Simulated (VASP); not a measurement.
The system is Cu.

```
Cu
1.0
     2.33646    0.00000    0.00000
     0.00000    2.33646    0.00000
     0.00000    0.00000    2.33646
Cu
1
Direct
  0.00000 0.00000 0.00000
```

- Program: VASP 6.6.1
- Task: relaxation of cell and atoms
- Functional: r2SCAN
- Potentials or basis: VASP PAW PBE potentials, release 64 (Cu)
- Cutoff: 600 eV
- k mesh: 13 × 13 × 13
- Occupations: fermi-dirac, width 0.1 eV
- Spin: no spin polarisation

At the start: pressure 6.9 GPa; volume 12.75 Å³/atom.

Q: Where does the relaxation end?

A: Over 9 steps the energy falls by 11.0 meV/atom and the volume is 13.35 Å³/atom (+4.6 %); space group Pm-3m (No. 221, to 0.05 Å).

The path:
| step | energy change (eV) | largest force (eV/Å) | pressure (GPa) | volume (Å³) |
| --- | --- | --- | --- | --- |
| 1 | 0.0000 | 0.0000 | 6.85 | 12.75 |
| 2 | -0.0066 | 0.0000 | -3.49 | 13.79 |
| 3 | -0.0110 | 0.0000 | -0.39 | 13.35 |
| 4 | -0.0109 | 0.0000 | 0.28 | 13.31 |
| 5 | -0.0110 | 0.0000 | 0.46 | 13.33 |
| 6 | -0.0110 | 0.0000 | 0.37 | 13.33 |
| 7 | -0.0110 | 0.0000 | 0.31 | 13.35 |
| 8 | -0.0110 | 0.0000 | 0.19 | 13.35 |
| 9 | -0.0110 | 0.0000 | 0.06 | 13.35 |

Final structure:
```
Cu
1.0
     2.37210    0.00000    0.00000
     0.00000    2.37210    0.00000
     0.00000    0.00000    2.37210
Cu
1
Direct
  0.00000 0.00000 0.00000
```

Caveat: the PAW data sets were made with another functional, which shifts forces and pressure a little.
